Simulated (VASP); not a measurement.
# TePb (zincblende type) (F-43m) in VASP: further runs

The runs below take TePb (zincblende type) through single point, with PBE.

All numbers are computed with VASP 6.6.1; they aren't measurements. Logs are shortened: lines on timing, memory, paths and dates and some standing lists are left out, and cuts for length are marked.

### 1 The cell of the first run

It takes space group F-43m (No. 216, cubic). Conventional cell: a = 6.118 Å, b = 6.118 Å, c = 6.118 Å, α = 90.00°, β = 90.00°, γ = 90.00°. Pb (site symmetry -43m) has 4 Te at 2.65 Å within 3.5 Å. Te (site symmetry -43m) has 4 Pb at 2.65 Å within 3.5 Å.

### 2 Single point, PBE (28.62 Å³/atom)

POSCAR reads:

```
TePb
1.0
    0.0000000000      3.0588815610      3.0588815610
    3.0588815610      0.0000000000      3.0588815610
    3.0588815610      3.0588815610      0.0000000000
Pb Te
1 1
Direct
    0.0000000000      0.0000000000      0.0000000000
    0.2500000000      0.2500000000      0.2500000000
```

INCAR.step1 reads:

```
  PREC = Accurate
  ENCUT = 520
  EDIFF = 1E-7
  ISMEAR = -1
  SIGMA = 0.05
  LREAL = F
  LASPH = T
  NELM = 100
  ALGO = Normal
  ISIF = 2
  LWAVE = F
  LCHARG = T
  GGA = PE
  NBANDS = 17
```

KPOINTS.step1 reads:

```
regular mesh
0
Gamma
  12 12 12
```

INCAR.step2 reads:

```
  PREC = Accurate
  ENCUT = 520
  EDIFF = 1E-7
  ISMEAR = -5
  SIGMA = 0.05
  LREAL = F
  LASPH = T
  NELM = 100
  ALGO = Normal
  ISIF = 2
  LWAVE = F
  LCHARG = F
  GGA = PE
  LORBIT = 11
  NEDOS = 1001
  ICHARG = 11
```

KPOINTS.step2 reads:

```
regular mesh
0
Gamma
  18 18 18
```

Potentials or basis: VASP PAW PBE potentials, release 64 (Pb_d, Te).

Run with:

```bash
$ cat potpaw_PBE.64/Pb_d/POTCAR potpaw_PBE.64/Te/POTCAR > POTCAR
$ cp INCAR.step1 INCAR
$ cp KPOINTS.step1 KPOINTS
$ mpirun -np 1 vasp_std > vasp.out
$ cp INCAR.step2 INCAR
$ cp KPOINTS.step2 KPOINTS
$ mpirun -np 1 vasp_std > vasp.out
```

OUTCAR:

```text
PREC = Accurate
   ENCUT = 520
   EDIFF = 1E-7
   ISMEAR = -5
   LREAL = F
   LASPH = T
   NELM = 100
   ISIF = 2
   GGA = PE
   LORBIT = 11
   ICHARG = 11

 ion  position               nearest neighbor table
   1  0.000  0.000  0.000-   2 2.65   2 2.65   2 2.65   2 2.65
   2  0.250  0.250  0.250-   1 2.65   1 2.65   1 2.65   1 2.65

  LATTYP: Found a face centered cubic cell.
 ALAT       =     6.1177631220

  Lattice vectors:

 A1 = (   0.0000000000,   3.0588815610,   3.0588815610)
 A2 = (   3.0588815610,   0.0000000000,   3.0588815610)
 A3 = (   3.0588815610,   3.0588815610,   0.0000000000)

Analysis of symmetry for initial positions (statically):
=====================================================================
 Subroutine PRICEL returns:
 Original cell was already a primitive cell.

 Routine SETGRP: Setting up the symmetry group for a
 face centered cubic supercell.

 Subroutine GETGRP returns: Found 24 space group operations
 (whereof 24 operations were pure point group operations)
 out of a pool of 48 trial point group operations.

The static configuration has the point symmetry T_d .

Analysis of symmetry for dynamics (positions and initial velocities):
=====================================================================
 Subroutine PRICEL returns:
 Original cell was already a primitive cell.

 Routine SETGRP: Setting up the symmetry group for a
 face centered cubic supercell.

 Subroutine GETGRP returns: Found 24 space group operations
 (whereof 24 operations were pure point group operations)
 out of a pool of 48 trial point group operations.

The dynamic configuration has the point symmetry T_d .

 Subroutine INISYM returns: Found 24 space group operations
 (whereof 24 operations are pure point group operations),
 and found     1 'primitive' translations

----------------------------------------------------------------------------------------

                                     Primitive cell

  volume of cell :      57.2424

  direct lattice vectors                    reciprocal lattice vectors
     0.000000000  3.058881561  3.058881561    -0.163458437  0.163458437  0.163458437
     3.058881561  0.000000000  3.058881561     0.163458437 -0.163458437  0.163458437
     3.058881561  3.058881561  0.000000000     0.163458437  0.163458437 -0.163458437

  length of vectors
     4.325911789  4.325911789  4.325911789     0.283118318  0.283118318  0.283118318

  position of ions in fractional coordinates (direct lattice)
     0.000000000  0.000000000  0.000000000
     0.250000000  0.250000000  0.250000000

  ion indices of the primitive-cell ions
   primitive index   ion index
                 1           1
                 2           2

----------------------------------------------------------------------------------------

 KPOINTS: regular mesh

Automatic generation of k-mesh.
 Grid dimensions read from file:
 generate k-points for:   18   18   18

 Generating k-lattice:

  Cartesian coordinates                     Fractional coordinates (reciprocal lattice)
    -0.009081024  0.009081024  0.009081024     0.055555556  0.000000000  0.000000000
     0.009081024 -0.009081024  0.009081024     0.000000000  0.055555556  0.000000000
     0.009081024  0.009081024 -0.009081024     0.000000000  0.000000000  0.055555556

  Length of vectors
     0.015728795  0.015728795  0.015728795

  Shift w.r.t. Gamma in fractional coordinates (k-lattice)
     0.000000000  0.000000000  0.000000000

 TETIRR: Found    806 inequivalent tetrahedra from    34992

 Subroutine IBZKPT returns following result:
 ===========================================

 Found    195 irreducible k-points:

 Following reciprocal coordinates:
            Coordinates               Weight
  0.000000  0.000000  0.000000      1.000000
  0.055556  0.000000  0.000000      8.000000
  0.111111  0.000000  0.000000      8.000000
  0.166667  0.000000  0.000000      8.000000
  0.222222  0.000000  0.000000      8.000000
  0.277778  0.000000  0.000000      8.000000
[... 16 lines left out ...]
 -0.277778  0.055556  0.000000     24.000000
 -0.222222  0.055556  0.000000     24.000000
 [... further k-points ...]
   k-points           NKPTS =    195   k-points in BZ     NKDIM =    195   number of bands    NBANDS=     14
   number of dos      NEDOS =   1001   number of ions     NIONS =      2
   total plane-waves  NPLWV =  32768
   dimension x,y,z NGX =    32 NGY =   32 NGZ =   32
   dimension x,y,z NGXF=    64 NGYF=   64 NGZF=   64
   ions per type =               1   1
   NGX,Y,Z   is equivalent  to a cutoff of  12.30, 12.30, 12.30 a.u.
   NGXF,Y,Z  is equivalent  to a cutoff of  24.60, 24.60, 24.60 a.u.
 SYSTEM =  unknown system
   PREC   = accura    normal or accurate (medium, high low for compatibility)
   ISTART =      0    job   : 0-new  1-cont  2-samecut
   ICHARG =     11    charge: 1-file 2-atom 10-const
   ISPIN  =      1    spin polarized calculation?
   LNONCOLLINEAR =      F non collinear calculations
   LSORBIT =      F    spin-orbit coupling
   LASPH  =      T    aspherical Exc in radial PAW
   ENCUT  =  520.0 eV  38.22 Ry    6.18 a.u.   8.04  8.04  8.04*2*pi/ulx,y,z
   NELM   =    100;   NELMIN=  2; NELMDL=  0     # of ELM steps
   EDIFF  = 0.1E-06   stopping-criterion for ELM
   LREAL  =      F    real-space projection
   EDIFFG = 0.1E-05   stopping-criterion for IOM
   NSW    =      0    number of steps for IOM
   IBRION =     -1    ionic relax: 0-MD 1-quasi-New 2-CG
   NFREE  =      0    steps in history (QN), initial steepest desc. (CG)
   ISIF   =      2    stress and relaxation
   ISYM   =      2    0-nonsym 1-usesym 2-fastsym
   POTIM  = 0.5000    time-step for ionic-motion
   TEBEG  =    0.0;   TEEND  =   0.0 temperature during run
   PSTRESS=    0.0 pullay stress
   NELECT =      20.0000    total number of electrons
   NUPDOWN=      -1.0000    fix difference up-down
   EMIN   =  10.00;   EMAX   =-10.00  energy-range for DOS
   EFERMI =   0.00;   METHOD = LEGACY
   ISMEAR =    -5;   SIGMA  =   0.05  broadening in eV -4-tet -1-fermi 0-gaus
   EFERMI_NEDOS =   21; number of points for ismear=-14 and -15
   IALGO  =     38    algorithm
   IMIX   =      4    mixing-type and parameters
     AMIX     =   0.40;   BMIX     =  1.00
     AMIX_MAG =   1.60;   BMIX_MAG =  1.00
  volume/ion in A,a.u.               =      28.62       193.15
  Fermi-wavevector in a.u.,A,eV,Ry     =   1.153043  2.178935 18.089057  1.329508
  Thomas-Fermi vector in A             =   2.289690
   LORBIT       =     11    0 simple, 1 ext, 2 COOP (PROOUT), +10 PAW based schemes
   GGA     = PE    functional components
   LHFCALC =     F    Hartree Fock is set to
   AEXX    =    0.0000 exact exchange contribution
   IVDW    =     0    specifies the selected vdW correction
   LEPSILON=     F    determine dielectric tensor
   LRPA    =     F    only Hartree local field effects (RPA)
 non-spin polarized calculation
 Fermi weights with tetrahedron method with Bloechl corrections
  energy-cutoff  :      520.00
  volume of cell :       57.24
 maximum number of plane-waves:      1572

 number of electron      20.0000000 magnetization

 Free energy of the ion-electron system (eV)
  ---------------------------------------------------
  ext. energy  EPLUGINS =         0.00000000
  ---------------------------------------------------
  free energy    TOTEN  =        -3.89409865 eV

  energy without entropy =       -3.89409865  energy(sigma->0) =       -3.89409865

 E-fermi :   8.6730     XC(G=0):  -9.8427

 val. band max:        8.6933693683   @ k =  -0.3333   0.3333   0.1667
 cond. band min:       8.6121767844   @ k =  -0.3889   0.5000   0.1111
 fundamental gap:     -0.0811925838
 Fermi energy:         8.6730445338

 k-point     1 :       0.0000    0.0000    0.0000
  band No.  band energies     occupation
      1      -9.4168      2.00000
      2      -9.4168      2.00000
      3      -9.4168      2.00000
      4      -9.2166      2.00000
      5      -9.2166      2.00000
      6      -6.7752      2.00000
      7       4.4215      2.00000
      8       6.0407      2.00000
      9       6.0407      2.00000
     10       6.0407      2.00000
     11       9.4526      0.00000
     12       9.4526      0.00000
     13       9.4526      0.00000
     14      12.2023      0.00000

 k-point     2 :       0.0556    0.0000    0.0000
  band No.  band energies     occupation
      1      -9.4219      2.00000
      2      -9.4153      2.00000
      3      -9.4153      2.00000
      4      -9.2168      2.00000
      5      -9.2168      2.00000
      6      -6.7371      2.00000
      7       4.0726      2.00000
      8       5.9845      2.00000
      9       5.9845      2.00000
     10       6.2238      2.00000
     11       9.4967      0.00000
     12       9.5269      0.00000
     13       9.5269      0.00000
     14      12.4259      0.00000

 k-point     3 :       0.1111    0.0000    0.0000
  band No.  band energies     occupation
      1      -9.4364      2.00000
      2      -9.4112      2.00000
      3      -9.4112      2.00000
      4      -9.2171      2.00000
      5      -9.2171      2.00000
      6      -6.6241      2.00000
      7       3.3359      2.00000
      8       5.8347      2.00000
      9       5.8347      2.00000
     10       6.4588      2.00000
     11       9.7092      0.00000
     12       9.7242      0.00000
     13       9.7242      0.00000
     14      12.9875      0.00000

 k-point     4 :       0.1667    0.0000    0.0000
  band No.  band energies     occupation
      1      -9.4577      2.00000
      2      -9.4049      2.00000
      3      -9.4049      2.00000
      4      -9.2175      2.00000
      5      -9.2175      2.00000
      6      -6.4408      2.00000
      7       2.4834      2.00000
      8       5.6321      2.00000
      9       5.6321      2.00000
     10       6.5238      2.00000
     11       9.9836      0.00000
     12       9.9836      0.00000
     13      10.1714      0.00000
     14      13.5943      0.00000

 k-point     5 :       0.2222    0.0000    0.0000
  band No.  band energies     occupation
      1      -9.4826      2.00000
      2      -9.3976      2.00000
      3      -9.3976      2.00000
      4      -9.2175      2.00000
      5      -9.2175      2.00000
      6      -6.1948      2.00000
      7       1.6130      2.00000
      8       5.4153      2.00000
      9       5.4153      2.00000
     10       6.4558      2.00000
     11      10.2370      0.00000
[... 276 lines left out ...]
 k-point    22 :      -0.3333    0.0556    0.0000
  band No.  band energies     occupation
      1      -9.5391      2.00000
      2      -9.3817      2.00000
      3      -9.3791      2.00000
      4      -9.2180      2.00000
      5      -9.2144      2.00000
      6      -5.4302      2.00000
      7      -0.2351      2.00000
      8       4.5471      2.00000
      9       5.0565      2.00000
     10       6.5274      2.00000
     11      10.5189      0.00000
     12      10.6172      0.00000
     13      12.5974      0.00000
     14      13.8263      0.00000

 k-point    23 :      -0.2778    0.0556    0.0000
  band No.  band energies     occupation
      1      -9.5185      2.00000
      2      -9.3882      2.00000
      3      -9.3845      2.00000
      4      -9.2193      2.00000
      5      -9.2150      2.00000
      6      -5.7605      2.00000
      7       0.4830      2.00000
      8       4.6922      2.00000
      9       5.2477      2.00000
     10       6.6244      2.00000
     11      10.3774      0.00000
     12      10.5546      0.00000
     13      11.8647      0.00000
     14      13.8712      0.00000

 k-point    24 :      -0.2222    0.0556    0.0000
  band No.  band energies     occupation
      1      -9.4947      2.00000
      2      -9.3957      2.00000
      3      -9.3912      2.00000
      4      -9.2198      2.00000
      5      -9.2155      2.00000
      6      -6.0695      2.00000
      7       1.2827      2.00000
      8       4.8906      2.00000
      9       5.4621      2.00000
     10       6.7238      2.00000
     11      10.1736      0.00000
     12      10.3379      0.00000
     13      11.2034      0.00000
     14      13.9548      0.00000

 [... further k-points ...]

------------------------ aborting loop because EDIFF is reached ----------------------------------------

  FORCE on cell =-STRESS in cart. coord.  units (eV):
  Direction    XX          YY          ZZ          XY          YZ          ZX
  --------------------------------------------------------------------------------------
  -------------------------------------------------------------------------------------
  Total       14.1855600     14.1855600     14.1855600      0.0000000      0.0000000     -0.0000000
  in kB      397.0444115    397.0444115    397.0444115      0.0000000      0.0000000     -0.0000000
  external PRESSURE =     397.0444115 kB  Pullay stress =       0.0000000 kB

 VOLUME and BASIS-vectors are now :
 -----------------------------------------------------------------------------
  energy-cutoff  :      520.00
  volume of cell :       57.24
      direct lattice vectors                 reciprocal lattice vectors
     0.000000000  3.058881561  3.058881561    -0.163458437  0.163458437  0.163458437
     3.058881561  0.000000000  3.058881561     0.163458437 -0.163458437  0.163458437
     3.058881561  3.058881561  0.000000000     0.163458437  0.163458437 -0.163458437

 POSITION                                       TOTAL-FORCE (eV/Angst)
 -----------------------------------------------------------------------------------
      0.00000      0.00000      0.00000         0.000000      0.000000      0.000000
      1.52944      1.52944      1.52944        -0.000000     -0.000000     -0.000000
 -----------------------------------------------------------------------------------
    total drift:                                0.000000      0.000000      0.000000

  FREE ENERGIE OF THE ION-ELECTRON SYSTEM (eV)
  ---------------------------------------------------
  free  energy   TOTEN  =        -3.8940986526 eV

  energy  without entropy=       -3.8940986526  energy(sigma->0) =       -3.89409865

 total charge

# of ion       s       p       d       tot
------------------------------------------
    1        1.457   1.003   9.875  12.335
    2        1.422   2.123   0.085   3.631
--------------------------------------------------
tot          2.879   3.127   9.960  15.966
```

Run time: 2.9 min. Hardware: 1 thread of Intel Xeon 8259CL, shared host; peak memory 0.31 GiB.

Results:

```
Valence electrons inside the program's atomic spheres : Pb 12.34; Te 3.63
```

Caveat: spin-orbit coupling is left out, which moves the levels of the heavy elements; tetrahedron occupations give inexact forces and stress in metals.

[end of part 1 of 3]
